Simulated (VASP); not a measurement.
Write the native input for VASP 6.6.1 that does the following.

```yaml
Task: single point
Functional: LDA
Potentials_or_basis: VASP PAW LDA potentials, release 64 (Ir_sv_GW)
Cutoff: 560 eV
k_mesh: 22 × 22 × 22
Occupations: gaussian, width 0.15 eV
Spin: no spin polarisation
Dipole_correction: no
Further_INCAR_settings: ALGO = Normal; EDIFF = 1e-06; NBANDS = 14
```

The structure of Ir lies in POSCAR:

```
Ir
1.0
    0.0000000000      2.0398988650      1.6180477797
    2.0398988650      0.0000000000      1.6180477797
    2.0398988650      2.0398988650      0.0000000000
Ir
1
Direct
    0.0000000000      0.0000000000      0.0000000000
```

One way to write it, as run:

INCAR

```
PREC = Accurate
ENCUT = 560
EDIFF = 1E-6
ISMEAR = 0
SIGMA = 0.15
LREAL = False
LASPH = True
NELM = 120
ALGO = Normal
ISIF = 2
LWAVE = False
LCHARG = False
NBANDS = 14
GGA_COMPAT = False
```

KPOINTS

```
Automatic mesh
0
Gamma
  22 22 22
```

Potentials or basis: VASP PAW LDA potentials, release 64 (Ir_sv_GW).

The run is started by

```console
$ cat potpaw_LDA.64/Ir_sv_GW/POTCAR > POTCAR
$ mpirun -np 1 vasp_std > vasp.out
```

Results of the run:

```json
{"Pressure": "21.0 GPa", "Band gap on the k mesh": "zero (an odd number of electrons rules out a gap without spin polarisation)"}
```

Caveat: the stress differs along the axes, from 2 to 59 GPa; spin-orbit coupling is left out, which moves the levels of the heavy elements.

Wall time 3.5 min on 1 thread of Intel(R) Xeon(R) Platinum 8259CL CPU @ 2.50GHz (Skylake/Cascade Lake), with other jobs on the host, peak memory 0.29 GiB.
